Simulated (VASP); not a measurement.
# Ir in VASP: settings compared

Aim: see how the results for Ir move with the level of theory and the settings. Levels: r2SCAN, PBE. Tasks: single point.

Everything below comes from runs of VASP 6.6.1. Logs are shortened: lines on timing, memory, paths and dates and some standing lists are left out, and cuts for length are marked.

### Step 1. The cell of the first run

It takes space group Fm-3m (No. 225, cubic). Conventional cell: a = 3.831 Å, b = 3.831 Å, c = 3.831 Å, α = 90.00°, β = 90.00°, γ = 90.00°. Ir (site symmetry m-3m) has 12 Ir at 2.71 Å within 3.6 Å.

### Step 2. Single point, r2SCAN

File POSCAR:

```
Ir
1.0
    0.0000000000      1.9156000000      1.9156000000
    1.9156000000      0.0000000000      1.9156000000
    1.9156000000      1.9156000000      0.0000000000
Ir
1
Direct
    0.0000000000      0.0000000000      0.0000000000
```

File INCAR.step1:

```
PREC = Accurate ; ENCUT = 520
ISMEAR = 0 ; SIGMA = 0.1
LREAL = F ; LASPH = T
NELM = 100 ; NBANDS = 10
GGA = PE ; ALGO = Normal
EDIFF = 1E-4 ; LWAVE = T
LCHARG = F
```

File INCAR.step2:

```
PREC = Accurate ; ENCUT = 520
EDIFF = 1E-7 ; ISMEAR = 0
SIGMA = 0.1 ; LREAL = F
LASPH = T ; NELM = 100
ALGO = Normal ; ISIF = 2
LWAVE = F ; LCHARG = F
METAGGA = R2SCAN ; LMIXTAU = T
NBANDS = 10 ; ISTART = 1
```

File KPOINTS:

```
regular mesh
0
Gamma
  10 10 10
```

Potentials or basis: VASP PAW PBE potentials, release 64 (Ir).

On the command line:

```sh
> cat potpaw_PBE.64/Ir/POTCAR > POTCAR
> cp INCAR.step1 INCAR
> mpirun -np 1 vasp_std > vasp.out
> cp INCAR.step2 INCAR
> mpirun -np 1 vasp_std > vasp.out
```

OUTCAR:

```text
PREC = Accurate
   ENCUT = 520
   EDIFF = 1E-7
   ISMEAR = 0
   LREAL = F
   LASPH = T
   NELM = 100
   ISIF = 2
   METAGGA = R2SCAN
   ISTART = 1

 ion  position               nearest neighbor table
   1  0.000  0.000  0.000-

  LATTYP: Found a face centered cubic cell.
 ALAT       =     3.8312000000

  Lattice vectors:

 A1 = (   0.0000000000,   1.9156000000,   1.9156000000)
 A2 = (   1.9156000000,   0.0000000000,   1.9156000000)
 A3 = (   1.9156000000,   1.9156000000,   0.0000000000)

Analysis of symmetry for initial positions (statically):
[... 5 lines left out ...]
 face centered cubic supercell.

 Subroutine GETGRP returns: Found 48 space group operations
 (whereof 48 operations were pure point group operations)
 out of a pool of 48 trial point group operations.

The static configuration has the point symmetry O_h .

Analysis of symmetry for dynamics (positions and initial velocities):
[... 5 lines left out ...]
 face centered cubic supercell.

 Subroutine GETGRP returns: Found 48 space group operations
 (whereof 48 operations were pure point group operations)
 out of a pool of 48 trial point group operations.

The dynamic configuration has the point symmetry O_h .

 Subroutine INISYM returns: Found 48 space group operations
 (whereof 48 operations are pure point group operations),
 and found     1 'primitive' translations

----------------------------------------------------------------------------------------

                                     Primitive cell

  volume of cell :      14.0587

  direct lattice vectors                    reciprocal lattice vectors
     0.000000000  1.915600000  1.915600000    -0.261014826  0.261014826  0.261014826
     1.915600000  0.000000000  1.915600000     0.261014826 -0.261014826  0.261014826
     1.915600000  1.915600000  0.000000000     0.261014826  0.261014826 -0.261014826

  length of vectors
     2.709067500  2.709067500  2.709067500     0.452090940  0.452090940  0.452090940

  position of ions in fractional coordinates (direct lattice)
     0.000000000  0.000000000  0.000000000

  ion indices of the primitive-cell ions
   primitive index   ion index
                 1           1

----------------------------------------------------------------------------------------

 KPOINTS: regular mesh

Automatic generation of k-mesh.
 Grid dimensions read from file:
 generate k-points for:   10   10   10

 Generating k-lattice:

  Cartesian coordinates                     Fractional coordinates (reciprocal lattice)
    -0.026101483  0.026101483  0.026101483     0.100000000  0.000000000  0.000000000
     0.026101483 -0.026101483  0.026101483     0.000000000  0.100000000  0.000000000
     0.026101483  0.026101483 -0.026101483     0.000000000  0.000000000  0.100000000

  Length of vectors
     0.045209094  0.045209094  0.045209094

  Shift w.r.t. Gamma in fractional coordinates (k-lattice)
     0.000000000  0.000000000  0.000000000

 Subroutine IBZKPT returns following result:
 ===========================================

 Found     47 irreducible k-points:

 Following reciprocal coordinates:
            Coordinates               Weight
  0.000000  0.000000  0.000000      1.000000
  0.100000  0.000000  0.000000      8.000000
  0.200000  0.000000  0.000000      8.000000
  0.300000  0.000000  0.000000      8.000000
  0.400000  0.000000  0.000000      8.000000
  0.500000  0.000000  0.000000      4.000000
[... 16 lines left out ...]
  0.300000  0.300000  0.000000      6.000000
  0.400000  0.300000  0.000000     24.000000
 [... further k-points ...]
   k-points           NKPTS =     47   k-points in BZ     NKDIM =     47   number of bands    NBANDS=     10
   number of dos      NEDOS =    301   number of ions     NIONS =      1
   total plane-waves  NPLWV =   8000
   dimension x,y,z NGX =    20 NGY =   20 NGZ =   20
   dimension x,y,z NGXF=    40 NGYF=   40 NGZF=   40
   ions per type =               1
   NGX,Y,Z   is equivalent  to a cutoff of  12.27, 12.27, 12.27 a.u.
   NGXF,Y,Z  is equivalent  to a cutoff of  24.55, 24.55, 24.55 a.u.
 SYSTEM =  unknown system
   PREC   = accura    normal or accurate (medium, high low for compatibility)
   ISTART =      1    job   : 0-new  1-cont  2-samecut
   ICHARG =      0    charge: 1-file 2-atom 10-const
   ISPIN  =      1    spin polarized calculation?
   LNONCOLLINEAR =      F non collinear calculations
   LSORBIT =      F    spin-orbit coupling
   LASPH  =      T    aspherical Exc in radial PAW
   ENCUT  =  520.0 eV  38.22 Ry    6.18 a.u.   5.04  5.04  5.04*2*pi/ulx,y,z
   NELM   =    100;   NELMIN=  2; NELMDL=  0     # of ELM steps
   EDIFF  = 0.1E-06   stopping-criterion for ELM
   LREAL  =      F    real-space projection
   EDIFFG = 0.1E-05   stopping-criterion for IOM
   NSW    =      0    number of steps for IOM
   IBRION =     -1    ionic relax: 0-MD 1-quasi-New 2-CG
   NFREE  =      0    steps in history (QN), initial steepest desc. (CG)
   ISIF   =      2    stress and relaxation
   ISYM   =      2    0-nonsym 1-usesym 2-fastsym
   POTIM  = 0.5000    time-step for ionic-motion
   TEBEG  =    0.0;   TEEND  =   0.0 temperature during run
   PSTRESS=    0.0 pullay stress
   NELECT =       9.0000    total number of electrons
   NUPDOWN=      -1.0000    fix difference up-down
   EMIN   =  10.00;   EMAX   =-10.00  energy-range for DOS
   EFERMI =   0.00;   METHOD = LEGACY
   ISMEAR =     0;   SIGMA  =   0.10  broadening in eV -4-tet -1-fermi 0-gaus
   EFERMI_NEDOS =   21; number of points for ismear=-14 and -15
   IALGO  =     38    algorithm
   IMIX   =      4    mixing-type and parameters
     AMIX     =   0.40;   BMIX     =  1.00
     AMIX_MAG =   1.60;   BMIX_MAG =  1.00
  volume/ion in A,a.u.               =      14.06        94.87
  Fermi-wavevector in a.u.,A,eV,Ry     =   1.410937  2.666284 27.085691  1.990742
  Thomas-Fermi vector in A             =   2.532839
   LORBIT       =      0    0 simple, 1 ext, 2 COOP (PROOUT), +10 PAW based schemes
   METAGGA = R2SCAN    functional components
   LHFCALC =     F    Hartree Fock is set to
   AEXX    =    0.0000 exact exchange contribution
   IVDW    =     0    specifies the selected vdW correction
   LEPSILON=     F    determine dielectric tensor
   LRPA    =     F    only Hartree local field effects (RPA)
 non-spin polarized calculation
 Gauss-broadening in eV      SIGMA  =   0.10
  energy-cutoff  :      520.00
  volume of cell :       14.06
 maximum number of plane-waves:       388
   NGX =  9   NGY =  9   NGZ =  9

 number of electron       9.0000000 magnetization

 Free energy of the ion-electron system (eV)
  ---------------------------------------------------
  ext. energy  EPLUGINS =         0.00000000
  ---------------------------------------------------
  free energy    TOTEN  =       -52.37268599 eV

  energy without entropy =      -52.36817322  energy(sigma->0) =      -52.37042960

 E-fermi :  10.3718     XC(G=0): -15.3694

 val. band max:       10.3204849160   @ k =  -0.4000   0.5000   0.1000
 cond. band min:      10.3875736303   @ k =  -0.3000   0.3000   0.1000
 fundamental gap:      0.0670887143
 Fermi energy:        10.3717661814

 k-point     1 :       0.0000    0.0000    0.0000
  band No.  band energies     occupation
      1      -1.3111      2.00000
      2       6.2497      2.00000
      3       6.2497      2.00000
      4       6.2497      2.00000
      5       8.9825      2.00000
      6       8.9825      2.00000
      7      25.3657      0.00000
      8      31.2821      0.00000
      9      31.2821      0.00000
     10      31.2821      0.00000

 k-point     2 :       0.1000    0.0000    0.0000
  band No.  band energies     occupation
      1      -0.8511      2.00000
      2       6.0152      2.00000
      3       6.4396      2.00000
      4       6.4396      2.00000
      5       8.8714      2.00000
      6       8.8714      2.00000
      7      26.1345      0.00000
      8      29.3597      0.00000
      9      32.0289      0.00000
     10      32.0289      0.00000

 k-point     3 :       0.2000    0.0000    0.0000
  band No.  band energies     occupation
      1       0.3411      2.00000
      2       5.6545      2.00000
      3       6.7178      2.00000
      4       6.7178      2.00000
      5       8.9037      2.00000
      6       8.9037      2.00000
      7      26.3938      0.00000
      8      27.7275      0.00000
      9      34.0315      0.00000
     10      34.0315      0.00000

 k-point     4 :       0.3000    0.0000    0.0000
  band No.  band energies     occupation
      1       1.4918      2.00000
      2       6.1461      2.00000
      3       6.5532      2.00000
      4       6.5532      2.00000
      5       9.6824      2.00000
      6       9.6824      2.00000
      7      23.3803      0.00000
      8      27.2631      0.00000
      9      35.0341      0.00000
     10      35.0341      0.00000

 k-point     5 :       0.4000    0.0000    0.0000
  band No.  band energies     occupation
      1       1.8086      2.00000
      2       6.2278      2.00000
      3       6.2278      2.00000
      4       8.1048      2.00000
      5      10.7402      0.00000
      6      10.7402      0.00000
      7      19.9841      0.00000
      8      25.6027      0.00000
      9      32.2984      0.00000
     10      32.2984      0.00000

 k-point     6 :       0.5000    0.0000    0.0000
  band No.  band energies     occupation
      1       1.8011      2.00000
      2       6.0897      2.00000
      3       6.0897      2.00000
      4       9.5725      2.00000
      5      11.2326      0.00000
      6      11.2326      0.00000
      7      18.0196      0.00000
      8      25.0065      0.00000
      9      31.1656      0.00000
     10      31.1656      0.00000
[... 183 lines left out ...]
 k-point    21 :      -0.3000    0.2000    0.0000
  band No.  band energies     occupation
      1       3.2793      2.00000
      2       5.4171      2.00000
      3       5.7686      2.00000
      4       7.3671      2.00000
      5       9.2872      2.00000
      6      13.2600      0.00000
      7      21.6756      0.00000
      8      26.2389      0.00000
      9      28.8293      0.00000
     10      33.8616      0.00000

 k-point    22 :      -0.2000    0.2000    0.0000
  band No.  band energies     occupation
      1       2.5409      2.00000
      2       4.9658      2.00000
      3       6.1813      2.00000
      4       7.6525      2.00000
      5       8.0440      2.00000
      6      11.5982      0.00000
      7      24.6229      0.00000
      8      27.7616      0.00000
      9      30.1042      0.00000
     10      32.4189      0.00000

 k-point    23 :       0.3000    0.3000    0.0000
  band No.  band energies     occupation
      1       2.3548      2.00000
      2       3.6320      2.00000
      3       7.3859      2.00000
      4       9.2027      2.00000
      5       9.2027      2.00000
      6      10.3192      1.54264
      7      27.5691      0.00000
      8      27.5691      0.00000
      9      28.8950      0.00000
     10      32.0711      0.00000

 k-point    24 :       0.4000    0.3000    0.0000
  band No.  band energies     occupation
      1       2.6462      2.00000
      2       3.3966      2.00000
      3       7.5191      2.00000
      4       9.3957      2.00000
      5      11.0805      0.00000
      6      11.1869      0.00000
      7      23.8670      0.00000
      8      26.1901      0.00000
      9      27.1657      0.00000
     10      32.4853      0.00000

 [... further k-points ...]
[... 5 lines left out ...]
  --------------------------------------------------------------------------------------
  -------------------------------------------------------------------------------------
  Total        0.5806436      0.5806436      0.5806436      0.0000000      0.0000000      0.0000000
  in kB       66.1722252     66.1722252     66.1722252      0.0000000      0.0000000      0.0000000
  external PRESSURE =      66.1722252 kB  Pullay stress =       0.0000000 kB

 VOLUME and BASIS-vectors are now :
 -----------------------------------------------------------------------------
  energy-cutoff  :      520.00
  volume of cell :       14.06
      direct lattice vectors                 reciprocal lattice vectors
     0.000000000  1.915600000  1.915600000    -0.261014826  0.261014826  0.261014826
     1.915600000  0.000000000  1.915600000     0.261014826 -0.261014826  0.261014826
     1.915600000  1.915600000  0.000000000     0.261014826  0.261014826 -0.261014826

 POSITION                                       TOTAL-FORCE (eV/Angst)
 -----------------------------------------------------------------------------------
      0.00000      0.00000      0.00000         0.000000      0.000000     -0.000000
 -----------------------------------------------------------------------------------
    total drift:                                0.000000      0.000000     -0.000000

  FREE ENERGIE OF THE ION-ELECTRON SYSTEM (eV)
  ---------------------------------------------------
  free  energy   TOTEN  =       -52.3726859884 eV

  energy  without entropy=      -52.3681732186  energy(sigma->0) =      -52.37042960
```

It took 58 s on 1 thread of Intel Xeon 8259CL, shared host; peak memory 0.14 GiB.

What came out:

```
Free energy : -52.3727 eV
Pressure    : 6.6 GPa
```

Levels at points of the mesh, in eV from the Fermi level:
```tsv
k point	band 2	band 3	band 4	band 5	band 6	band 7
(0.00, 0.00, 0.00)	-4.12	-4.12	-4.12	-1.39	-1.39	14.99
(0.50, 0.00, 0.00)	-4.28	-4.28	-0.80	0.86	0.86	7.65
(0.50, 0.50, 0.00)	-7.78	0.76	1.51	1.51	1.69	11.08
```

Caveat: the PAW data sets were made with another functional, which shifts forces and pressure a little; spin-orbit coupling is left out, which moves the levels of the heavy elements.

### Step 3. Single point, PBE

File INCAR:

```
SYSTEM = Ir
ALGO = Normal ; EDIFF = 1E-6
ENCUT = 520 ; GGA = PE
ISIF = 2 ; ISMEAR = -1
LASPH = .TRUE. ; LCHARG = .FALSE.
LREAL = .FALSE. ; LWAVE = .FALSE.
NBANDS = 10 ; NELM = 80
PREC = Accurate ; SIGMA = 0.05
```

File KPOINTS:

```
k-points
0
G
  9 9 9
  0 0 0
```

File POSCAR:

```
Ir
1.0
   -0.0090280000      1.9583660000      1.9389210000
    1.8983890000      0.0228980000      1.9069950000
    1.8996790000      1.9277290000      0.0216080000
Ir
1
Direct
   -0.0023390000     -0.0031610000     -0.0142520000
```

Potentials or basis: VASP PAW PBE potentials, release 64 (Ir).

On the command line:

```sh
> cat potpaw_PBE.64/Ir/POTCAR > POTCAR
> mpirun -np 1 vasp_std > vasp.out
```

OUTCAR:

```text
SYSTEM = Ir
   EDIFF = 1E-6
   ENCUT = 520
   GGA = PE
   ISIF = 2
   ISMEAR = -1
   LASPH = .TRUE.
   LREAL = .FALSE.
   NELM = 80
   PREC = Accurate

 ion  position               nearest neighbor table
   1  0.998  0.997  0.986-

  LATTYP: Found a triclinic cell.
 ALAT       =     2.7065450867
 B/A-ratio  =     1.4066338176
 C/A-ratio  =     0.9902382339
 COS(alpha) =     0.0009431120
 COS(beta)  =     0.5009333357
 COS(gamma) =     0.7004098745

[... 486 lines left out ...]
  band No.  band energies     occupation
      1       2.2794      2.00000
      2       6.5548      2.00000
      3       7.0341      2.00000
      4       7.0664      2.00000
      5      10.1774      1.98472
      6      10.3286      1.72669
      7      22.0491      0.00000
      8      26.0933      0.00000
      9      32.7530      0.00000
     10      33.3889      0.00000

 [... further k-points ...]
[... 5 lines left out ...]
  --------------------------------------------------------------------------------------
  -------------------------------------------------------------------------------------
  Total        1.2677988      0.7572986      1.1528915      0.1110604     -0.7538864      0.1567205
  in kB      144.4829178     86.3044806    131.3876718     12.6568471    -85.9156065     17.8604354
  external PRESSURE =     120.7250234 kB  Pullay stress =       0.0000000 kB

 VOLUME and BASIS-vectors are now :
 -----------------------------------------------------------------------------
  energy-cutoff  :      520.00
  volume of cell :       14.06
      direct lattice vectors                 reciprocal lattice vectors
    -0.009028000  1.958366000  1.938921000    -0.261452416  0.254764957  0.257213460
     1.898389000  0.022898000  1.906995000     0.262855327 -0.262010633  0.265862185
     1.899679000  1.927729000  0.021608000     0.262485370  0.263043452 -0.264459271

 POSITION                                       TOTAL-FORCE (eV/Angst)
 -----------------------------------------------------------------------------------
      3.75599      3.87687      3.85665         0.000000      0.000000     -0.000000
 -----------------------------------------------------------------------------------
    total drift:                                0.000001     -0.000001      0.000001

  FREE ENERGIE OF THE ION-ELECTRON SYSTEM (eV)
  ---------------------------------------------------
  free  energy   TOTEN  =        -8.8436023485 eV

  energy  without entropy=       -8.8393226820  energy(sigma->0) =       -8.84146252
```

OSZICAR:

```text
N       E                     dE             d eps       ncg     rms          rms(c)
DAV:   1     0.487218197836E+02    0.48722E+02   -0.43962E+03  7332   0.824E+02
DAV:   2    -0.849091158228E+01   -0.57213E+02   -0.54516E+02  7484   0.199E+02
DAV:   3    -0.938506594200E+01   -0.89415E+00   -0.89136E+00  8470   0.302E+01
DAV:   4    -0.939326033813E+01   -0.81944E-02   -0.81932E-02  8316   0.269E+00
DAV:   5    -0.939341762102E+01   -0.15728E-03   -0.15728E-03  8380   0.354E-01    0.155E+01
DAV:   6    -0.893927068934E+01    0.45415E+00   -0.76880E-01  8162   0.109E+01    0.640E+00
DAV:   7    -0.884987944942E+01    0.89391E-01   -0.26296E-01  8652   0.586E+00    0.143E+00
DAV:   8    -0.884626434749E+01    0.36151E-02   -0.22166E-03  7966   0.507E-01    0.894E-01
DAV:   9    -0.884359644084E+01    0.26679E-02   -0.17182E-03  8322   0.579E-01    0.119E-02
DAV:  10    -0.884360126268E+01   -0.48218E-05   -0.95822E-06 10016   0.271E-02    0.214E-02
DAV:  11    -0.884360239388E+01   -0.11312E-05   -0.70167E-07  5420   0.854E-03    0.692E-04
DAV:  12    -0.884360234848E+01    0.45403E-07   -0.27060E-08  3872   0.185E-03
   1 F= -.88436023E+01 E0= -.88414625E+01  d E =-.427967E-02
```

stdout:

```text
POSCAR found type information on POSCAR Ir
 POSCAR found :  1 types and       1 ions
 scaLAPACK will be used
 LDA part: xc-table for (Slater+PW92), standard interpolation
 POSCAR, INCAR and KPOINTS ok, starting setup
 FFT: planning ... GRIDC
 FFT: planning ... GRID_SOFT
 FFT: planning ... GRID
 WAVECAR not read
 entering main loop
```

It took 63 s on 1 thread of Intel Xeon 8259CL, shared host; peak memory 0.17 GiB.

Results:

* Free energy: -8.8436 eV
* Pressure: 12.1 GPa

Stress tensor (GPa, compression positive):
```
14.45  1.27  1.79
 1.27  8.63 -8.59
 1.79 -8.59 13.14
```

Levels at points of the mesh, in eV from the Fermi level:
```tsv
k point	band 1	band 2	band 3	band 4	band 5	band 6	band 7	band 8	band 9
(0.00, 0.00, 0.00)	-11.09	-4.10	-3.77	-3.63	-1.23	-0.99	14.41	19.45	20.25
```

Caveat: spin-orbit coupling is left out, which moves the levels of the heavy elements.

[end of part 1 of 2]
